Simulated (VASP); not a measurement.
Write the native input for VASP 6.6.1 that does the following.

| Item | Value |
| --- | --- |
| Task | relaxation of shape and atoms at fixed volume |
| Functional | PBE |
| Dispersion | D3(BJ) |
| Potentials or basis | VASP PAW PBE potentials, release 64 (B, N) |
| Cutoff | 600 eV |
| k mesh | 12 × 12 × 12 |
| Occupations | gaussian, width 0.02 eV |
| Spin | no spin polarisation |
| Dipole correction | no |
| Further INCAR settings | ALGO = Normal; EDIFF = 1e-06; IBRION = 2; EDIFFG = -0.01; NSW = 50; ISIF = 4 |

The structure of BN lies in POSCAR:

```
BN
1.0
    2.4627088143      0.0022127670     -0.2326798567
   -1.2222279477      2.1380143760      0.2326647540
   -0.9415886268     -0.8838372576      3.1343730720
B N
1 1
Direct
    0.9913389226      0.9915722446     -0.0057028328
    0.6568100774      0.3243117554      0.9925078328
```

One way to write it, as run:

INCAR

```
SYSTEM = BN
ALGO = Normal ; EDIFF = 1E-6
EDIFFG = -0.01 ; ENCUT = 600
GGA = PE ; IBRION = 2
ISIF = 4 ; ISMEAR = 0
IVDW = 12 ; LASPH = .TRUE.
LCHARG = .FALSE. ; LREAL = .FALSE.
LWAVE = .FALSE. ; NELM = 80
NSW = 50 ; PREC = Accurate
SIGMA = 0.02
```

KPOINTS

```
k-points
0
G
  12 12 12
  0 0 0
```

Potentials or basis: VASP PAW PBE potentials, release 64 (B, N).

The run is started by

```console
$ cat potpaw_PBE.64/B/POTCAR potpaw_PBE.64/N/POTCAR > POTCAR
$ mpirun -np 1 vasp_std > vasp.out
```

Results of the run:

```yaml
Energy_gained_by_relaxing: 6.2 meV/atom
Ionic_steps: 4
Pressure_after_relaxing: 4.0 GPa
Largest_force_after_relaxing: 0.003 eV/Å
Band_gap_on_the_k_mesh: 3.96 eV (least direct gap 4.76 eV)
Dispersion_energy_per_atom: -0.159 eV
```

Run time: 2.1 min on 1 thread of Intel Xeon 8259CL, with other jobs on the host, peak memory 0.2 GiB.
